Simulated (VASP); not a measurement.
Set up this calculation in VASP 6.6.1, as the native input.

```
Task                   : single point
Functional             : PBEsol
Potentials or basis    : VASP PAW PBE potentials, release 64 (K_sv, Cl)
Cutoff                 : 500 eV
k mesh                 : 7 × 7 × 7
Occupations            : fermi-dirac, width 0.05 eV
Spin                   : no spin polarisation
Dipole correction      : no
Further INCAR settings : ALGO = Normal; EDIFF = 1e-06; NBANDS = 15
```

The structure of KCl lies in POSCAR:

```
KCl
1.0
    0.0000000000      3.1218170000      3.1218170000
    3.1218170000      0.0000000000      3.1218170000
    3.1218170000      3.1218170000      0.0000000000
K Cl
1 1
Direct
    0.0000000000      0.0000000000      0.0000000000
    0.5000000000      0.5000000000      0.5000000000
```

One way to write it, as run:

INCAR

```
PREC = Accurate ; ENCUT = 500
EDIFF = 1E-6 ; ISMEAR = -1
SIGMA = 0.05 ; LREAL = F
LASPH = T ; NELM = 120
ALGO = Normal ; ISIF = 2
LWAVE = F ; LCHARG = F
GGA = PS ; NBANDS = 15
GGA_COMPAT = F
```

KPOINTS

```
Automatic mesh
0
Gamma
  7 7 7
```

Potentials or basis: VASP PAW PBE potentials, release 64 (K_sv, Cl).

Command:

```bash
$ cat potpaw_PBE.64/K_sv/POTCAR potpaw_PBE.64/Cl/POTCAR > POTCAR
$ mpirun -np 1 vasp_std > vasp.out
```

It gave:

```
Pressure               : 0.0 GPa
Band gap on the k mesh : 5.10 eV, direct
```

Caveat: the PAW data sets were made with another functional, which shifts forces and pressure a little.

Wall time 26 s on 1 thread of Intel Xeon 8259CL, with other jobs on the host, peak memory 0.18 GiB.
